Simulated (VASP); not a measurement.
Input of a VASP 6.6.1 run:

File INCAR:

```
SYSTEM = Li
PREC = Accurate
ENCUT = 600
EDIFF = 1E-7
ISMEAR = 0
SIGMA = 0.1
LREAL = .FALSE.
LASPH = .TRUE.
NELM = 100
ALGO = Normal
ISIF = 3
LWAVE = .FALSE.
LCHARG = .FALSE.
GGA = PE
IBRION = 2
NSW = 100
EDIFFG = -0.01
```

KPOINTS

```
regular mesh
0
G
  8 8 8
  0 0 0
```

The input POSCAR:

```
Li
1.0
    5.4127174566      0.0000000000      0.0000000000
    0.0000000000      5.4127174566      0.0000000000
    0.0000000000      0.0000000000      5.4127174566
Li
7
Direct
    0.5000000000      0.5000000000      0.0000000000
    0.0000000000      0.5000000000      0.5000000000
    0.5000000000      0.0000000000      0.5000000000
    0.5000000000      0.5000000000      0.5000000000
    0.5000000000      0.0000000000      0.0000000000
    0.0000000000      0.5000000000      0.0000000000
    0.0000000000      0.0000000000      0.5000000000
```

Potentials or basis: VASP PAW PBE potentials, release 64 (Li_sv).

Command:

```bash
$ cat potpaw_PBE.64/Li_sv/POTCAR > POTCAR
$ mpirun -np 1 vasp_std > vasp.out
```

(1) Predict the relaxed volume.

(2) Estimate the space group after relaxing (to 0.05 Å).

Results:

(1) 22.46 Å³/atom.

(2) Pm-3m (No. 221).

Caveat: the cutoff is under 1.25 times the usual one of these potentials, so pressure, stress and relaxed cells hold a basis-set (Pulay) error.
